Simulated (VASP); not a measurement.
## InO: single point with PBEsol+D3(BJ)

System: InO, a slab with vacuum.

```xyz
4
Lattice="3.4703 0.0000 0.0000 -1.7351 3.0054 0.0000 0.0000 0.0000 14.9306" Properties=species:S:1:pos:R:3 pbc="T T T"
In    1.7351    1.0018    8.7892
In    1.7351    1.0018    6.1414
O     0.0000    0.0000    9.5529
O     0.0000    0.0000    5.3777
```

This cell differs from its parent crystal: ratio of the length along z to the lengths across it x 0.92, volume and fractional coordinates fixed.

```json
{
 "Program": "VASP 6.6.1",
 "Task": "single point",
 "Functional": "PBEsol",
 "Dispersion": "D3(BJ)",
 "Potentials or basis": "VASP PAW PBE potentials, release 64 (In_d, O)",
 "Cutoff": "520 eV",
 "k mesh": "12 × 12 × 4",
 "Occupations": "gaussian, width 0.05 eV",
 "Spin": "no spin polarisation",
 "Dipole correction": "no",
 "Further INCAR settings": "ALGO = Normal; EDIFF = 1e-06; NBANDS = 27"
}
```

* Largest force: 1.090 eV/Å
* Band gap on the k mesh: 0.61 eV (least direct gap 1.13 eV)
* Dispersion energy per atom: -0.125 eV

Forces on the atoms (eV/Å):
```
In   0.000  0.000  1.090
In   0.000  0.000 -1.090
O    0.000  0.000 -0.079
O    0.000  0.000  0.079
```

Levels at points of the mesh, in eV from the valence-band top:
| k point | band 15 | band 16 | band 17 | band 18 | band 19 | band 20 | band 21 | band 22 | band 23 | band 24 |
| --- | --- | --- | --- | --- | --- | --- | --- | --- | --- | --- |
| (0.00, 0.00, 0.00) | -1.55 | -1.55 | -1.50 | -1.50 | -0.52 | 0.61 | 3.57 | 6.40 | 6.64 | 8.75 |
| (0.50, 0.00, 0.00) | -2.52 | -2.50 | -2.33 | -1.66 | -0.17 | 2.40 | 4.54 | 6.01 | 6.98 | 8.14 |
| (0.00, 0.00, 0.50) | -1.55 | -1.55 | -1.50 | -1.50 | -0.52 | 0.61 | 3.58 | 6.22 | 7.02 | 7.99 |
| (0.50, 0.00, 0.50) | -2.52 | -2.50 | -2.33 | -1.66 | -0.17 | 2.40 | 4.54 | 6.01 | 6.98 | 8.14 |

Wall time 2.8 min on 1 thread of AMD EPYC 9R45 96-Core Processor (Zen 5), with other jobs on the host, peak memory 0.37 GiB.

Caveat: there is no dipole correction, which matters where the two faces differ; the PAW data sets were made with another functional, which shifts forces and pressure a little; spin-orbit coupling is left out, which moves the levels of the heavy elements.
